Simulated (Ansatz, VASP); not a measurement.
# ZnS: VASP beside Ansatz

```
CELL_PARAMETERS angstrom
5.30674 0.08099 0.10158
-0.08099 -5.47429 -0.09021
-0.10158 -0.09021 -5.42593
ATOMIC_POSITIONS crystal
Zn 0.05204 0.53153 0.53395
Zn 0.52182 0.02905 0.46746
Zn 0.46910 0.53090 0.98647
Zn 0.01183 0.02023 0.98437
S 0.74418 0.67461 0.73859
S 0.23351 0.21162 0.73205
S 0.21071 0.79002 0.25641
S 0.75680 0.21204 0.30071
```

Change from the starting cell: all atoms moved at random (sigma 0.22 Å a component), cell strained at random (sigma 0.03).

Alike in both runs: task single point; functional r2SCAN; k mesh 4 × 4 × 4; occupations gaussian, width 0.05 eV; no spin polarisation.

|  | VASP | Ansatz |
| --- | --- | --- |
| version | VASP 6.6.1 | Ansatz 0.2.0 |
| potentials or method | VASP PAW PBE potentials, release 64 (Zn, S), cutoff 520 eV | scalar-relativistic, plane waves, PAW |
| valence electrons in the cell | 72 | 72 |

|  | VASP | Ansatz | Ansatz less VASP |
| --- | --- | --- | --- |
| gap on the k mesh at the Fermi level (eV) | 1.90 | 1.89 | -0.006 |
| least direct gap on the mesh (eV) | 1.90 | 1.89 | -0.006 |
| pressure (GPa) | 8.0 | 7.8 | -0.17 |
| traceless stress, the component that is largest in VASP (GPa) | -9.78 | -9.67 | +0.113 |
| rms of the force components (eV/Å) | 3.095 | 3.050 | -0.0456 |

VASP's potentials were made for PBE, not for r2SCAN. Atom by atom the forces differ by 0.048 eV/Å (rms over components).
